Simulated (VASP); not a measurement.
# Si7C (Cm) in VASP: a series of runs

The runs below take Si7C through single point, with LDA.

All numbers are computed with VASP 6.6.1; they aren't measurements. Logs are shortened: lines on timing, memory, paths and dates and some standing lists are left out, and cuts for length are marked.

## Step 1: The cell of the first run

It takes space group Cm (No. 8, monoclinic). The conventional cell has a = 12.064 Å, b = 3.610 Å, c = 6.297 Å, α = 90.00°, β = 100.19°, γ = 90.00°. Within 2.5 Å of C (site symmetry m) lie 4 Si at 1.90 to 2.07 Å. Within 3.0 Å of Si (site symmetry m) lie 4 Si at 2.27 to 2.32 Å. Si (site symmetry m) has 4 Si at 2.32 to 2.42 Å within 3.1 Å. Si (site symmetry m) has 4 Si at 2.27 to 2.33 Å within 3.0 Å. Si (site symmetry m) has 1 C at 1.93 Å and 3 Si at 2.33 to 2.34 Å within 2.6 Å. Si (site symmetry m) has 1 C at 1.90 Å and 3 Si at 2.29 Å within 2.5 Å. Within 2.7 Å of Si (site symmetry m) lie 2 C at 2.07 Å and 2 Si at 2.32 to 2.42 Å. Within 3.0 Å of Si (site symmetry m) lie 4 Si at 2.27 to 2.32 Å.

## Step 2: Single point, LDA

Contents of INCAR:

```
SYSTEM = Si7C
PREC     = Accurate       ! precision mode
ENCUT    = 600            ! plane-wave cutoff, eV
EDIFF    = 1E-6           ! SCF threshold, eV
ISMEAR   = 0              ! smearing method
SIGMA    = 0.1            ! smearing width, eV
LREAL    = .FALSE.        ! projectors in reciprocal space
LASPH    = .TRUE.         ! aspherical terms in the spheres
NELM     = 120            ! most SCF steps
ALGO     = Normal         ! electronic algorithm
ISIF     = 2              ! what is computed and relaxed
LWAVE    = .FALSE.        ! write WAVECAR
LCHARG   = .FALSE.        ! write CHGCAR
GGA      = CA             ! functional
NBANDS   = 26             ! bands
GGA_COMPAT= .FALSE.
```

Contents of KPOINTS:

```
Automatic mesh
0
G
  6 6 4
  0 0 0
```

Contents of POSCAR:

```
Si7C
1.0
    0.0000000000     -2.5523862003     -2.5523862003
    2.5646912208      5.1367205505     -2.5843343503
    5.1360449787     -2.5759058127      2.5759058127
C Si
1 7
Direct
    0.7508243009      0.5016486018      0.2481547062
    0.4957883610     -0.0084232781      0.4780896034
    0.2491418863      0.4982837726      0.7503276185
    0.0025265304      0.0050530608      0.0171537047
    0.8067805727      0.6135611455      0.9792354571
    0.5911647115      0.1823294230      0.1946350319
    0.3002420089      0.6004840179      0.3950559513
    0.0535316283      0.1070632566      0.6873479269
```

Potentials or basis: VASP PAW LDA potentials, release 64 (C, Si).

Started as:

```sh
cat potpaw_LDA.64/C/POTCAR potpaw_LDA.64/Si/POTCAR > POTCAR
mpirun -np 1 vasp_std > vasp.out
```

OUTCAR:

```text
SYSTEM = Si7C
   PREC = Accurate
   ENCUT = 600
   EDIFF = 1E-6
   ISMEAR = 0
   LREAL = .FALSE.
   LASPH = .TRUE.
   NELM = 120
   ISIF = 2
   GGA = CA

 ion  position               nearest neighbor table
   1  0.751  0.502  0.248-   6 1.90   5 1.93   7 2.07   7 2.07
   2  0.496  0.992  0.478-   8 2.27   8 2.27   6 2.29   7 2.32
   3  0.249  0.498  0.750-   8 2.32   5 2.34   5 2.34   7 2.42
   4  0.003  0.005  0.017-   8 2.27   6 2.29   6 2.29   5 2.33
   5  0.807  0.614  0.979-   1 1.93   4 2.33   3 2.34   3 2.34   6 3.14
   6  0.591  0.182  0.195-   1 1.90   4 2.29   4 2.29   2 2.29   5 3.14
   7  0.300  0.600  0.395-   1 2.07   1 2.07   2 2.32   3 2.42
   8  0.054  0.107  0.687-   4 2.27   2 2.27   2 2.27   3 2.32

  LATTYP: Found a base centered monoclinic cell.
 ALAT       =    12.0639936089
 B/A-ratio  =     0.2992059925
 C/A-ratio  =     0.5219488867
 COS(beta)  =    -0.1768286144

  Lattice vectors:

 A1 = (   2.5646912208,   2.5843343502,  -5.1367205506)
 A2 = (   2.5646912208,   5.1367205505,  -2.5843343503)
 A3 = (   5.1360449787,  -2.5759058127,   2.5759058127)

Analysis of symmetry for initial positions (statically):
=====================================================================
 Subroutine PRICEL returns:
 Original cell was already a primitive cell.

 Routine SETGRP: Setting up the symmetry group for a
 base centered monoclinic supercell.

 Subroutine GETGRP returns: Found  2 space group operations
 (whereof  2 operations were pure point group operations)
 out of a pool of  4 trial point group operations.

The static configuration has the point symmetry C_1h.

Analysis of symmetry for dynamics (positions and initial velocities):
=====================================================================
 Subroutine PRICEL returns:
 Original cell was already a primitive cell.

 Routine SETGRP: Setting up the symmetry group for a
 base centered monoclinic supercell.

 Subroutine GETGRP returns: Found  2 space group operations
 (whereof  2 operations were pure point group operations)
 out of a pool of  4 trial point group operations.

The dynamic configuration has the point symmetry C_1h.

 Subroutine INISYM returns: Found  2 space group operations
 (whereof  2 operations are pure point group operations),
 and found     1 'primitive' translations

----------------------------------------------------------------------------------------

                                     Primitive cell

  volume of cell :     134.9408

  direct lattice vectors                    reciprocal lattice vectors
     0.000000000 -2.552386200 -2.552386200     0.048722892 -0.147321339 -0.244468900
     2.564691221  5.136720550 -2.584334350     0.097445785  0.097147561 -0.097147561
     5.136044979 -2.575905813  2.575905813     0.146042656 -0.048510770  0.048510770

  length of vectors
     3.609619181  6.296214983  6.296788033     0.289555764  0.168436867  0.161353795

  position of ions in fractional coordinates (direct lattice)
     0.750824301  0.501648602  0.248154706
     0.495788361  0.991576722  0.478089603
     0.249141886  0.498283773  0.750327619
     0.002526530  0.005053061  0.017153705
     0.806780573  0.613561146  0.979235457
     0.591164711  0.182329423  0.194635032
     0.300242009  0.600484018  0.395055951
     0.053531628  0.107063257  0.687347927

  ion indices of the primitive-cell ions
   primitive index   ion index
                 1           1
                 2           2
                 3           3
                 4           4
                 5           5
                 6           6
                 7           7
                 8           8

----------------------------------------------------------------------------------------

 KPOINTS: Automatic mesh

Automatic generation of k-mesh.
 Grid dimensions read from file:
 generate k-points for:    6    6    4

 Generating k-lattice:

  Cartesian coordinates                     Fractional coordinates (reciprocal lattice)
     0.008120482 -0.024553557 -0.040744817     0.166666667 -0.000000000  0.000000000
     0.016240964  0.016191260 -0.016191260     0.000000000  0.166666667  0.000000000
     0.036510664 -0.012127692  0.012127692     0.000000000  0.000000000  0.250000000

  Length of vectors
     0.048259294  0.028072811  0.040338449

  Shift w.r.t. Gamma in fractional coordinates (k-lattice)
     0.000000000  0.000000000  0.000000000

 Subroutine IBZKPT returns following result:
 ===========================================

 Found     47 irreducible k-points:

 Following reciprocal coordinates:
            Coordinates               Weight
  0.000000  0.000000  0.000000      1.000000
  0.166667  0.000000  0.000000      4.000000
  0.333333  0.000000  0.000000      4.000000
  0.500000  0.000000  0.000000      2.000000
  0.000000  0.166667  0.000000      2.000000
  0.166667  0.166667 -0.000000      4.000000
[... 16 lines left out ...]
  0.500000  0.166667  0.250000      4.000000
 -0.333333  0.166667  0.250000      4.000000
 [... further k-points ...]
   k-points           NKPTS =     47   k-points in BZ     NKDIM =     47   number of bands    NBANDS=     26
   number of dos      NEDOS =    301   number of ions     NIONS =      8
   total plane-waves  NPLWV =  75000
   dimension x,y,z NGX =    30 NGY =   50 NGZ =   50
   dimension x,y,z NGXF=    60 NGYF=  100 NGZF=  100
   ions per type =               1   7
   NGX,Y,Z   is equivalent  to a cutoff of  13.82, 13.20, 13.20 a.u.
   NGXF,Y,Z  is equivalent  to a cutoff of  27.63, 26.40, 26.40 a.u.
 SYSTEM =  Si7C
   PREC   = accura    normal or accurate (medium, high low for compatibility)
   ISTART =      0    job   : 0-new  1-cont  2-samecut
   ICHARG =      2    charge: 1-file 2-atom 10-const
   ISPIN  =      1    spin polarized calculation?
   LNONCOLLINEAR =      F non collinear calculations
   LSORBIT =      F    spin-orbit coupling
   LASPH  =      T    aspherical Exc in radial PAW
   ENCUT  =  600.0 eV  44.10 Ry    6.64 a.u.   7.21 12.58 12.58*2*pi/ulx,y,z
   NELM   =    120;   NELMIN=  2; NELMDL= -5     # of ELM steps
   EDIFF  = 0.1E-05   stopping-criterion for ELM
   LREAL  =      F    real-space projection
[... 7 lines left out ...]
   TEBEG  =    0.0;   TEEND  =   0.0 temperature during run
   PSTRESS=    0.0 pullay stress
   NELECT =      32.0000    total number of electrons
   NUPDOWN=      -1.0000    fix difference up-down
   EMIN   =  10.00;   EMAX   =-10.00  energy-range for DOS
   EFERMI =   0.00;   METHOD = LEGACY
   ISMEAR =     0;   SIGMA  =   0.10  broadening in eV -4-tet -1-fermi 0-gaus
   EFERMI_NEDOS =   21; number of points for ismear=-14 and -15
   IALGO  =     38    algorithm
   IMIX   =      4    mixing-type and parameters
     AMIX     =   0.40;   BMIX     =  1.00
     AMIX_MAG =   1.60;   BMIX_MAG =  1.00
  volume/ion in A,a.u.               =      16.87       113.83
  Fermi-wavevector in a.u.,A,eV,Ry     =   1.013313  1.914884 13.970513  1.026804
  Thomas-Fermi vector in A             =   2.146475
   LORBIT       =      0    0 simple, 1 ext, 2 COOP (PROOUT), +10 PAW based schemes
   GGA     = CA    functional components
   LHFCALC =     F    Hartree Fock is set to
   AEXX    =    0.0000 exact exchange contribution
   IVDW    =     0    specifies the selected vdW correction
   LEPSILON=     F    determine dielectric tensor
   LRPA    =     F    only Hartree local field effects (RPA)
 non-spin polarized calculation
 Gauss-broadening in eV      SIGMA  =   0.10
  energy-cutoff  :      600.00
  volume of cell :      134.94
 maximum number of plane-waves:      4527
 NGX is ok and might be reduce to    30
   NGX = 15   NGY = 25   NGZ = 25

 number of electron      32.0000000 magnetization

 Free energy of the ion-electron system (eV)
  ---------------------------------------------------
  ext. energy  EPLUGINS =         0.00000000
  ---------------------------------------------------
  free energy    TOTEN  =       -50.66281947 eV

  energy without entropy =      -50.65791939  energy(sigma->0) =      -50.66036943

 E-fermi :   6.9818     XC(G=0): -10.1212

 val. band max:        6.9750917891   @ k =   0.0000  -0.1667   0.2500
 cond. band min:       7.0011358010   @ k =   0.0000  -0.3333   0.2500
 fundamental gap:      0.0260440119
 Fermi energy:         6.9818010708

 k-point     1 :       0.0000    0.0000    0.0000
  band No.  band energies     occupation
      1      -6.9542      2.00000
      2      -4.2505      2.00000
      3      -2.9370      2.00000
      4      -2.6979      2.00000
      5      -1.0498      2.00000
      6      -0.3595      2.00000
[... 18 lines left out ...]
     25      11.0376      0.00000
     26      11.3731      0.00000

 k-point     2 :       0.1667    0.0000    0.0000
  band No.  band energies     occupation
      1      -6.7094      2.00000
      2      -4.0661      2.00000
      3      -2.7583      2.00000
      4      -2.4307      2.00000
      5      -0.7405      2.00000
      6      -0.3931      2.00000
[... 18 lines left out ...]
     25      10.9549      0.00000
     26      11.8222      0.00000

 k-point     3 :       0.3333    0.0000    0.0000
  band No.  band energies     occupation
      1      -6.0655      2.00000
      2      -3.5825      2.00000
      3      -2.2984      2.00000
      4      -2.0960      2.00000
      5      -0.6510      2.00000
      6      -0.3531      2.00000
[... 18 lines left out ...]
     25      11.8864      0.00000
     26      12.1610      0.00000

 k-point     4 :       0.5000    0.0000    0.0000
  band No.  band energies     occupation
      1      -5.5705      2.00000
      2      -3.3567      2.00000
      3      -2.3817      2.00000
      4      -1.9014      2.00000
      5      -0.8358      2.00000
      6      -0.1929      2.00000
[... 18 lines left out ...]
     25      11.6760      0.00000
     26      12.3626      0.00000
[... 496 lines left out ...]
      1      -5.9217      2.00000
      2      -3.6087      2.00000
      3      -2.9707      2.00000
      4      -2.2988      2.00000
      5      -0.6506      2.00000
      6       0.2556      2.00000
[... 18 lines left out ...]
     25      11.4003      0.00000
     26      11.6699      0.00000

 k-point    23 :       0.5000    0.1667    0.2500
  band No.  band energies     occupation
      1      -5.5520      2.00000
      2      -3.1703      2.00000
      3      -2.5080      2.00000
      4      -1.8847      2.00000
      5      -0.9527      2.00000
      6      -0.4515      2.00000
[... 18 lines left out ...]
     25      11.4913      0.00000
     26      12.2082      0.00000

 k-point    24 :      -0.3333    0.1667    0.2500
  band No.  band energies     occupation
      1      -6.0470      2.00000
      2      -3.6342      2.00000
      3      -2.4190      2.00000
      4      -1.6870      2.00000
      5      -1.0349      2.00000
      6      -0.5149      2.00000
[... 18 lines left out ...]
     25      11.7591      0.00000
     26      12.1780      0.00000

 [... further k-points ...]
[... 5 lines left out ...]
  --------------------------------------------------------------------------------------
  -------------------------------------------------------------------------------------
  Total        0.0554438      0.0639118      0.0639118     -0.0112230     -0.0015409      0.0112230
  in kB        0.6582951      0.7588366      0.7588366     -0.1332531     -0.0182950      0.1332531
  external PRESSURE =       0.7253227 kB  Pullay stress =       0.0000000 kB

 VOLUME and BASIS-vectors are now :
 -----------------------------------------------------------------------------
  energy-cutoff  :      600.00
  volume of cell :      134.94
      direct lattice vectors                 reciprocal lattice vectors
     0.000000000 -2.552386200 -2.552386200     0.048722892 -0.147321339 -0.244468900
     2.564691221  5.136720550 -2.584334350     0.097445785  0.097147561 -0.097147561
     5.136044979 -2.575905813  2.575905813     0.146042656 -0.048510770  0.048510770

 POSITION                                       TOTAL-FORCE (eV/Angst)
 -----------------------------------------------------------------------------------
      2.56111      0.02121     -2.57360         0.002161     -0.001885      0.001885
      4.99858      2.59650     -2.59650         0.000677      0.000510     -0.000510
      5.13166     -0.00914      0.00914        -0.001857      0.000931     -0.000931
      0.10106     -0.02468      0.02468         0.000503      0.000636     -0.000636
      6.60299     -1.42994     -1.12244        -0.006175      0.009650     -0.009650
      1.46727     -1.07367     -1.47872        -0.005945     -0.005450      0.005450
      3.56908      1.30056     -1.30056         0.015673     -0.003020      0.003020
      3.80483     -1.35722      1.35722        -0.005035     -0.001373      0.001373
 -----------------------------------------------------------------------------------
    total drift:                               -0.000048      0.000014     -0.000024

  FREE ENERGIE OF THE ION-ELECTRON SYSTEM (eV)
  ---------------------------------------------------
  free  energy   TOTEN  =       -50.6628194744 eV

  energy  without entropy=      -50.6579193857  energy(sigma->0) =      -50.66036943
```

Wall time 5.3 min (1 thread of Oxide Virtual Turin-like, shared host); peak memory 0.27 GiB.

What came out:

* Free energy: -50.6628 eV
* Pressure: 0.1 GPa
* Largest force: 0.016 eV/Å
* Band gap on the k mesh: zero (bands 16 and 17 overlap by 0.38 eV)

Forces on the atoms (eV/Å):
```
C    0.002 -0.002  0.002
Si   0.001  0.001 -0.001
Si  -0.002  0.001 -0.001
Si   0.001  0.001 -0.001
Si  -0.006  0.010 -0.010
Si  -0.006 -0.005  0.005
Si   0.016 -0.003  0.003
Si  -0.005 -0.001  0.001
```

Caveat: semilocal functionals underestimate gaps, and a narrow one can read as zero.

## Step 3: Single point, LDA

This run uses another cell than the first one, of 17.56 Å³/atom.

Contents of INCAR:

```
SYSTEM = Si7C
PREC = Accurate
ENCUT = 600
EDIFF = 1E-6
ISMEAR = 0
SIGMA = 0.1
LREAL = .FALSE.
LASPH = .TRUE.
NELM = 120
ALGO = Normal
ISIF = 2
LWAVE = .FALSE.
LCHARG = .FALSE.
NBANDS = 26
GGA_COMPAT = .FALSE.
```

KPOINTS is that of step 2.

Contents of POSCAR:

```
Si7C
1.0
    0.0000000000     -2.5990000000     -2.5990000000
    2.5990000000      5.1980000000     -2.5990000000
    5.1980000000     -2.5990000000      2.5990000000
C Si
1 7
Direct
    0.7500000000      0.5000000000      0.2500000000
    0.5000000000      0.0000000000      0.5000000000
    0.2500000000      0.5000000000      0.7500000000
    0.0000000000      0.0000000000      0.0000000000
    0.8125000000      0.6250000000      0.9375000000
    0.5625000000      0.1250000000      0.1875000000
    0.3125000000      0.6250000000      0.4375000000
    0.0625000000      0.1250000000      0.6875000000
```

Potentials or basis: VASP PAW LDA potentials, release 64 (C, Si).

Started as:

```sh
cat potpaw_LDA.64/C/POTCAR potpaw_LDA.64/Si/POTCAR > POTCAR
mpirun -np 1 vasp_std > vasp.out
```

It took 5.4 min on 1 thread of Oxide Virtual Turin-like, shared host; peak memory 0.29 GiB.

It converged, with:

```yaml
Free_energy: -48.8237 eV
Pressure: 0.9 GPa
Largest_force: 3.917 eV/Å
Band_gap_on_the_k_mesh: 0.08 eV (least direct gap 0.73 eV)
```

Forces on the atoms (eV/Å):
```
C    0.035 -0.025  0.025
Si  -0.113  0.084 -0.084
Si   0.028 -0.088  0.088
Si   0.221  0.050 -0.050
Si   1.936 -1.899  1.899
Si   1.889  1.906 -1.906
Si  -3.916  0.063 -0.063
Si  -0.081 -0.092  0.092
```

Stress tensor (GPa, compression positive):
```
 0.51 -0.01  0.01
-0.01  1.11  0.13
 0.01  0.13  1.11
```

Levels at points of the mesh, in eV from the valence-band top:
```
           k point  band 13  band 14  band 15  band 16  band 17  band 18  band 19  band 20
(0.00, 0.00, 0.00)    -1.23    -0.10    -0.03     0.00     1.03     1.47     1.87     2.66
(0.50, 0.00, 0.00)    -3.16    -3.06    -2.01    -2.00     2.11     2.24     2.77     3.10
(0.00, 0.50, 0.00)    -0.92    -0.86    -0.67    -0.65     0.08     0.84     1.56     2.40
(0.00, 0.00, 0.50)    -1.47    -1.31    -1.25    -1.24     1.77     1.85     2.00     2.56
(0.50, 0.00, 0.50)    -2.32    -2.26    -1.24    -1.22     0.17     0.84     1.43     1.54
(0.00, 0.50, 0.50)    -2.34    -2.25    -0.87    -0.69     1.12     1.48     2.47     2.77
```

Caveat: forces of over 1 eV/Å act on the atoms, so gaps and moduli don't describe the material at rest.

The gap in the log of VASP goes by the Fermi energy; the results here count the filled bands.